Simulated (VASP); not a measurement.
# Os in VASP: notebook, part 2 of 3

VASP 6.6.1. The steps go on from the part before.

### 3 Electric field gradients, PBEsol (zz strain of -2 %)

Contents of INCAR:

```
  ALGO = Normal
  EDIFF = 1E-8
  ENCUT = 520
  GGA = PS
  ISIF = 2
  ISMEAR = -1
  LASPH = T
  LCHARG = F
  LEFG = T
  LREAL = F
  LWAVE = F
  NBANDS = 10
  NELM = 80
  PREC = Accurate
  SIGMA = 0.03
```

Contents of KPOINTS:

```
k-points
0
Gamma
  14 14 14
```

Contents of POSCAR:

```
Os
1.0
    0.0000000000      1.9450000000      1.9061000000
    1.9450000000      0.0000000000      1.9061000000
    1.9450000000      1.9450000000      0.0000000000
Os
1
Direct
    0.0000000000      0.0000000000      0.0000000000
```

Potentials or basis: VASP PAW PBE potentials, release 64 (Os).

Command:

```sh
cat potpaw_PBE.64/Os/POTCAR > POTCAR
mpirun -np 1 vasp_std > vasp.out
```

OUTCAR:

```text
EDIFF = 1E-8
   ENCUT = 520
   GGA = PS
   ISIF = 2
   ISMEAR = -1
   LASPH = T
   LREAL = F
   NELM = 80
   PREC = Accurate

 ion  position               nearest neighbor table
   1  0.000  0.000  0.000-

  LATTYP: Found a body centered tetragonal cell.
 ALAT       =     2.7506453788
 C/A-ratio  =     1.3859292911

  Lattice vectors:

 A1 = (   0.0000000000,  -1.9450000000,  -1.9061000000)
 A2 = (   0.0000000000,   1.9450000000,  -1.9061000000)
 A3 = (   1.9450000000,   0.0000000000,   1.9061000000)

Analysis of symmetry for initial positions (statically):
=====================================================================
 Subroutine PRICEL returns:
 Original cell was already a primitive cell.

 Routine SETGRP: Setting up the symmetry group for a
 body centered tetragonal supercell.

 Subroutine GETGRP returns: Found 16 space group operations
 (whereof 16 operations were pure point group operations)
 out of a pool of 16 trial point group operations.

The static configuration has the point symmetry D_4h.

Analysis of symmetry for dynamics (positions and initial velocities):
=====================================================================
 Subroutine PRICEL returns:
 Original cell was already a primitive cell.

 Routine SETGRP: Setting up the symmetry group for a
 body centered tetragonal supercell.

 Subroutine GETGRP returns: Found 16 space group operations
 (whereof 16 operations were pure point group operations)
 out of a pool of 16 trial point group operations.

The dynamic configuration has the point symmetry D_4h.

 Subroutine INISYM returns: Found 16 space group operations
 (whereof 16 operations are pure point group operations),
 and found     1 'primitive' translations

----------------------------------------------------------------------------------------

                                     Primitive cell

  volume of cell :      14.4216

  direct lattice vectors                    reciprocal lattice vectors
     0.000000000  1.945000000  1.906100000    -0.257069409  0.257069409  0.262315723
     1.945000000  0.000000000  1.906100000     0.257069409 -0.257069409  0.262315723
     1.945000000  1.945000000  0.000000000     0.257069409  0.257069409 -0.262315723

  length of vectors
     2.723277843  2.723277843  2.750645379     0.448306704  0.448306704  0.448306704

  position of ions in fractional coordinates (direct lattice)
     0.000000000  0.000000000  0.000000000

  ion indices of the primitive-cell ions
   primitive index   ion index
                 1           1

----------------------------------------------------------------------------------------

 KPOINTS: k-points

Automatic generation of k-mesh.
 Grid dimensions read from file:
 generate k-points for:   14   14   14

 Generating k-lattice:

[... 68 lines left out ...]
   ISYM   =      2    0-nonsym 1-usesym 2-fastsym
   POTIM  = 0.5000    time-step for ionic-motion
   TEBEG  =    0.0;   TEEND  =   0.0 temperature during run
   PSTRESS=    0.0 pullay stress
   NELECT =       8.0000    total number of electrons
   NUPDOWN=      -1.0000    fix difference up-down
   EMIN   =  10.00;   EMAX   =-10.00  energy-range for DOS
   EFERMI =   0.00;   METHOD = LEGACY
   ISMEAR =    -1;   SIGMA  =   0.03  broadening in eV -4-tet -1-fermi 0-gaus
   EFERMI_NEDOS =   21; number of points for ismear=-14 and -15
   IALGO  =     38    algorithm
   IMIX   =      4    mixing-type and parameters
     AMIX     =   0.40;   BMIX     =  1.00
     AMIX_MAG =   1.60;   BMIX_MAG =  1.00
  volume/ion in A,a.u.               =      14.42        97.32
  Fermi-wavevector in a.u.,A,eV,Ry     =   1.345137  2.541940 24.618295  1.809394
  Thomas-Fermi vector in A             =   2.473074
   LORBIT       =      0    0 simple, 1 ext, 2 COOP (PROOUT), +10 PAW based schemes
   GGA     = PS    functional components
   LHFCALC =     F    Hartree Fock is set to
   AEXX    =    0.0000 exact exchange contribution
   IVDW    =     0    specifies the selected vdW correction
   LEPSILON=     F    determine dielectric tensor
   LRPA    =     F    only Hartree local field effects (RPA)
 non-spin polarized calculation
  energy-cutoff  :      520.00
  volume of cell :       14.42
 maximum number of plane-waves:       400
   NGX = 11   NGY = 11   NGZ = 11

 number of electron       8.0000000 magnetization

 Free energy of the ion-electron system (eV)
  ---------------------------------------------------
  ext. energy  EPLUGINS =         0.00000000
  ---------------------------------------------------
  free energy    TOTEN  =       -12.07088205 eV

  energy without entropy =      -12.06673829  energy(sigma->0) =      -12.06881017

 E-fermi :   8.6861     XC(G=0): -13.9796

 val. band max:        8.6654009830   @ k =  -0.2143   0.4286   0.2857
 cond. band min:       8.6906509854   @ k =  -0.3571  -0.0000   0.3571
 fundamental gap:      0.0252500024
 Fermi energy:         8.6860925109

 k-point     1 :       0.0000    0.0000    0.0000
  band No.  band energies     occupation
      1      -1.8689      2.00000
      2       5.7592      2.00000
      3       5.7592      2.00000
      4       6.0358      2.00000
      5       8.5910      1.91925
      6       8.9469      0.00033
      7      23.0318      0.00000
      8      28.4175      0.00000
      9      28.4175      0.00000
     10      29.0960      0.00000
[... 287 lines left out ...]
 k-point    24 :       0.2857    0.1429    0.0000
  band No.  band energies     occupation
      1       0.9747      2.00000
      2       4.3926      2.00000
      3       6.3048      2.00000
      4       6.9047      2.00000
      5       8.4344      1.99955
      6       9.7427      0.00000
      7      24.0033      0.00000
      8      27.1787      0.00000
      9      29.2766      0.00000
     10      30.2323      0.00000

 [... further k-points ...]

------------------------ aborting loop because EDIFF is reached ----------------------------------------

  FORCE on cell =-STRESS in cart. coord.  units (eV):
  Direction    XX          YY          ZZ          XY          YZ          ZX
  --------------------------------------------------------------------------------------
  -------------------------------------------------------------------------------------
  Total       -1.3229928     -1.3229928     -0.8199398      0.0000000     -0.0000000     -0.0000000
  in kB     -146.9782889   -146.9782889    -91.0914608      0.0000000     -0.0000000     -0.0000000
  external PRESSURE =    -128.3493462 kB  Pullay stress =       0.0000000 kB

 VOLUME and BASIS-vectors are now :
 -----------------------------------------------------------------------------
  energy-cutoff  :      520.00
  volume of cell :       14.42
      direct lattice vectors                 reciprocal lattice vectors
     0.000000000  1.945000000  1.906100000    -0.257069409  0.257069409  0.262315723
     1.945000000  0.000000000  1.906100000     0.257069409 -0.257069409  0.262315723
     1.945000000  1.945000000  0.000000000     0.257069409  0.257069409 -0.262315723

 POSITION                                       TOTAL-FORCE (eV/Angst)
 -----------------------------------------------------------------------------------
      0.00000      0.00000      0.00000        -0.000000      0.000000      0.000000
 -----------------------------------------------------------------------------------
    total drift:                                0.000000     -0.000000     -0.000000

  FREE ENERGIE OF THE ION-ELECTRON SYSTEM (eV)
  ---------------------------------------------------
  free  energy   TOTEN  =       -12.0708820485 eV

  energy  without entropy=      -12.0667382862  energy(sigma->0) =      -12.06881017

 Electric field gradients (V/A^2)
---------------------------------------------------------------------
 ion       V_xx      V_yy      V_zz      V_xy      V_xz      V_yz
---------------------------------------------------------------------
   1       1.319     1.319    -2.637     0.000    -0.000    -0.000
---------------------------------------------------------------------

 Electric field gradients after diagonalization (V/A^2)
 (convention: |V_zz| > |V_xx| > |V_yy|)
----------------------------------------------------------------------
 ion       V_xx      V_yy      V_zz     asymmetry (V_yy - V_xx)/ V_zz
----------------------------------------------------------------------
   1       1.319     1.319    -2.637       0.000
----------------------------------------------------------------------

           NMR quadrupolar parameters

 Cq : quadrupolar parameter    Cq=e*Q*V_zz/h
 eta: asymmetry parameters     (V_yy - V_xx)/ V_zz
 Q  : nuclear electric quadrupole moment in mb (millibarn)
----------------------------------------------------------------------
 ion       Cq(MHz)       eta       Q (mb)
----------------------------------------------------------------------
   1      -0.006       0.000       1.000
----------------------------------------------------------------------
```

OSZICAR:

```text
N       E                     dE             d eps       ncg     rms          rms(c)
DAV:   1     0.360938048973E+02    0.36094E+02   -0.42178E+03  4992   0.745E+02
DAV:   2    -0.117871026492E+02   -0.47881E+02   -0.44547E+02  5024   0.202E+02
DAV:   3    -0.128509469522E+02   -0.10638E+01   -0.10563E+01  5692   0.280E+01
DAV:   4    -0.128537541134E+02   -0.28072E-02   -0.28066E-02  5306   0.160E+00
DAV:   5    -0.128537637498E+02   -0.96363E-05   -0.96375E-05  5426   0.872E-02    0.160E+01
DAV:   6    -0.122409142669E+02    0.61285E+00   -0.71964E-01  5848   0.670E+00    0.691E+00
DAV:   7    -0.120757589198E+02    0.16516E+00   -0.45724E-01  6064   0.508E+00    0.388E-01
DAV:   8    -0.120725481700E+02    0.32107E-02   -0.20888E-03  5058   0.370E-01    0.266E-01
DAV:   9    -0.120708851058E+02    0.16631E-02   -0.81116E-04  5348   0.308E-01    0.277E-02
DAV:  10    -0.120708849062E+02    0.19955E-06   -0.94028E-06  5326   0.226E-02    0.101E-02
DAV:  11    -0.120708820967E+02    0.28095E-05   -0.79425E-07  5334   0.131E-02    0.171E-03
DAV:  12    -0.120708820416E+02    0.55115E-07   -0.58831E-09  3476   0.709E-04    0.256E-04
DAV:  13    -0.120708820485E+02   -0.69224E-08   -0.46326E-10  2722   0.225E-04
   1 F= -.12070882E+02 E0= -.12068810E+02  d E =-.414376E-02
```

stdout:

```text
POSCAR found type information on POSCAR Os
 POSCAR found :  1 types and       1 ions
 scaLAPACK will be used
 -----------------------------------------------------------------------------
|                                                                             |
|                                                                             |
|     You enforced a specific xc type in the INCAR file but a different       |
|     I HOPE YOU KNOW WHAT YOU ARE DOING!                                     |
|                                                                             |
 -----------------------------------------------------------------------------

 LDA part: xc-table for (Slater+PW92), standard interpolation
 POSCAR, INCAR and KPOINTS ok, starting setup
 FFT: planning ... GRIDC
 FFT: planning ... GRID_SOFT
 FFT: planning ... GRID
 WAVECAR not read
 entering main loop
ion   1
```

Run time: 50 s. Hardware: 1 thread of Intel Xeon 8259CL, shared host; peak memory 0.15 GiB.

What came out:

```
Free energy                             : -12.0709 eV
Pressure                                : -12.8 GPa
Band gap on the k mesh                  : zero (bands 4 and 5 overlap by 3.93 eV)
Largest electric field gradient by atom : Os -2.6 V/Å²
```

Stress tensor (GPa, compression positive):
```
-14.70   0.00   0.00
  0.00 -14.70   0.00
  0.00   0.00  -9.11
```

Levels at points of the mesh, in eV from the Fermi level:
```tsv
k point	band 1	band 2	band 3	band 4	band 5	band 6	band 7	band 8
(0.00, 0.00, 0.00)	-10.55	-2.93	-2.93	-2.65	-0.10	0.26	14.35	19.73
(0.50, 0.00, 0.00)	-7.41	-3.13	-2.84	-0.19	2.31	2.48	8.66	13.84
(0.50, 0.50, 0.00)	-7.26	-6.59	2.35	2.60	3.07	3.07	11.87	11.87
(0.50, 0.00, 0.50)	-7.28	-6.56	2.17	2.35	2.91	3.18	11.64	12.10
```

Electric field gradients, principal values (V/Å²):
```tsv
atom	least	middle	greatest (by size)
1 Os	1.319	1.319	-2.637
```

Caveat: the cell differs from its parent crystal (zz strain of -2 %); the stress differs along the axes, from -15 to -9 GPa; without QUAD_EFG the Cq values of the log hold for a quadrupole moment of 1 mb, not for the nuclei; the PAW data sets were made with another functional, which shifts forces and pressure a little; spin-orbit coupling is left out, which moves the levels of the heavy elements.

### 4 Electric field gradients, PBEsol (zz strain of -2 %)

Contents of INCAR:

```
SYSTEM = Os
PREC     = Accurate       ! precision mode
ENCUT    = 520            ! plane-wave cutoff, eV
EDIFF    = 1E-8           ! SCF threshold, eV
ISMEAR   = -1             ! smearing method
SIGMA    = 0.03           ! smearing width, eV
LREAL    = .False.        ! projectors in reciprocal space
LASPH    = .True.         ! aspherical terms in the spheres
NELM     = 80             ! most SCF steps
ALGO     = Normal         ! electronic algorithm
ISIF     = 2              ! what is computed and relaxed
LWAVE    = .False.        ! write WAVECAR
LCHARG   = .False.        ! write CHGCAR
GGA      = PS             ! functional
LEFG     = .True.       
NBANDS   = 10             ! bands
```

Contents of KPOINTS:

```
regular mesh
0
Gamma
  14 14 14
  0 0 0
```

POSCAR is that of step 3.

Potentials or basis: VASP PAW PBE potentials, release 64 (Os).

Command:

```sh
cat potpaw_PBE.64/Os/POTCAR > POTCAR
mpirun -np 1 vasp_std > vasp.out
```

OUTCAR:

```text
SYSTEM = Os
   PREC = Accurate
   ENCUT = 520
   EDIFF = 1E-8
   ISMEAR = -1
   LREAL = .False.
   LASPH = .True.
   NELM = 80
   ISIF = 2
   GGA = PS

 ion  position               nearest neighbor table
   1  0.000  0.000  0.000-

  LATTYP: Found a body centered tetragonal cell.
 ALAT       =     2.7506453788
 C/A-ratio  =     1.3859292911

  Lattice vectors:

 A1 = (   0.0000000000,  -1.9450000000,  -1.9061000000)
 A2 = (   0.0000000000,   1.9450000000,  -1.9061000000)
 A3 = (   1.9450000000,   0.0000000000,   1.9061000000)
[... 516 lines left out ...]
    total drift:                                0.000000     -0.000000     -0.000000

  FREE ENERGIE OF THE ION-ELECTRON SYSTEM (eV)
  ---------------------------------------------------
  free  energy   TOTEN  =       -12.0708820485 eV

  energy  without entropy=      -12.0667382862  energy(sigma->0) =      -12.06881017

 Electric field gradients (V/A^2)
---------------------------------------------------------------------
 ion       V_xx      V_yy      V_zz      V_xy      V_xz      V_yz
---------------------------------------------------------------------
   1       1.319     1.319    -2.637     0.000    -0.000    -0.000
---------------------------------------------------------------------

 Electric field gradients after diagonalization (V/A^2)
 (convention: |V_zz| > |V_xx| > |V_yy|)
----------------------------------------------------------------------
 ion       V_xx      V_yy      V_zz     asymmetry (V_yy - V_xx)/ V_zz
----------------------------------------------------------------------
   1       1.319     1.319    -2.637       0.000
----------------------------------------------------------------------

           NMR quadrupolar parameters

 Cq : quadrupolar parameter    Cq=e*Q*V_zz/h
 eta: asymmetry parameters     (V_yy - V_xx)/ V_zz
 Q  : nuclear electric quadrupole moment in mb (millibarn)
----------------------------------------------------------------------
 ion       Cq(MHz)       eta       Q (mb)
----------------------------------------------------------------------
   1      -0.006       0.000       1.000
----------------------------------------------------------------------
```

stdout:

```text
POSCAR found type information on POSCAR Os
 POSCAR found :  1 types and       1 ions
 scaLAPACK will be used
 -----------------------------------------------------------------------------
|                                                                             |
|                                                                             |
|     You enforced a specific xc type in the INCAR file but a different       |
|     I HOPE YOU KNOW WHAT YOU ARE DOING!                                     |
|                                                                             |
 -----------------------------------------------------------------------------

 LDA part: xc-table for (Slater+PW92), standard interpolation
 POSCAR, INCAR and KPOINTS ok, starting setup
 FFT: planning ... GRIDC
 FFT: planning ... GRID_SOFT
 FFT: planning ... GRID
 WAVECAR not read
 entering main loop
ion   1
```

Wall time 52 s (1 thread of Intel Xeon 8259CL, shared host); peak memory 0.15 GiB.

Results:

- Free energy: -12.0709 eV
- Pressure: -12.8 GPa
- Band gap on the k mesh: zero (bands 4 and 5 overlap by 3.93 eV)
- Largest electric field gradient by atom: Os -2.6 V/Å²

Stress tensor (GPa, compression positive):
```
-14.70   0.00   0.00
  0.00 -14.70   0.00
  0.00   0.00  -9.11
```

Electric field gradients, principal values (V/Å²):
| atom | least | middle | greatest (by size) |
| --- | --- | --- | --- |
| 1 Os | 1.319 | 1.319 | -2.637 |

Caveat: the cell differs from its parent crystal (zz strain of -2 %); the stress differs along the axes, from -15 to -9 GPa; without QUAD_EFG the Cq values of the log hold for a quadrupole moment of 1 mb, not for the nuclei; the PAW data sets were made with another functional, which shifts forces and pressure a little; spin-orbit coupling is left out, which moves the levels of the heavy elements.

[end of part 2 of 3]

The gap in the log of VASP goes by the Fermi energy; the results here count the filled bands.